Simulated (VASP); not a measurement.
Write the native input for VASP 6.6.1 that does the following.

| Property | Result |
| --- | --- |
| Task | single point |
| Functional | PBE |
| Potentials or basis | VASP PAW PBE potentials, release 64 (Rb_sv) |
| Cutoff | 520 eV |
| k mesh | 6 × 6 × 4 |
| Occupations | fermi-dirac, width 0.05 eV |
| Spin | no spin polarisation |
| Dipole correction | no |
| Further INCAR settings | ALGO = Normal; EDIFF = 1e-06; NBANDS = 26 |

The structure of Rb lies in POSCAR:

```
Rb
1.0
    3.7611928268      0.0000000000      0.0000000000
   -1.8805964134      3.2572885365      0.0000000000
    0.0000000000      0.0000000000     11.9512375299
Rb
4
Direct
    0.0000000000      0.0000000000      0.0000000000
    0.0000000000      0.0000000000      0.5000000000
    0.3333333333      0.6666666667      0.2500000000
    0.6666666667      0.3333333333      0.7500000000
```

This isn't the form of Rb at room conditions, which is bcc.

The input as run:

INCAR

```
ALGO     = Normal         # electronic algorithm
EDIFF    = 1E-6           # SCF threshold, eV
ENCUT    = 520            # plane-wave cutoff, eV
GGA      = PE             # functional
ISIF     = 2              # what is computed and relaxed
ISMEAR   = -1             # smearing method
LASPH    = True           # aspherical terms in the spheres
LCHARG   = True           # write CHGCAR
LELF     = True           # ELF
LREAL    = False          # projectors in reciprocal space
LVHAR    = True         
LWAVE    = False          # write WAVECAR
NBANDS   = 26             # bands
NELM     = 100            # most SCF steps
PREC     = Accurate       # precision mode
SIGMA    = 0.05           # smearing width, eV
```

KPOINTS

```
k-points
0
Gamma
  6 6 4
```

Potentials or basis: VASP PAW PBE potentials, release 64 (Rb_sv).

Launch:

```bash
$ cat potpaw_PBE.64/Rb_sv/POTCAR > POTCAR
$ mpirun -np 1 vasp_std > vasp.out
```

It gave:

| Property | Result |
| --- | --- |
| Pressure | 11.1 GPa |
| Band gap on the k mesh | zero (bands 18 and 19 overlap by 2.15 eV) |

Caveat: the cell stands under pressure.

Run time: 75 s on 1 thread of Intel(R) Xeon(R) Platinum 8259CL CPU @ 2.50GHz (Skylake/Cascade Lake), on a shared host, peak memory 0.26 GiB.
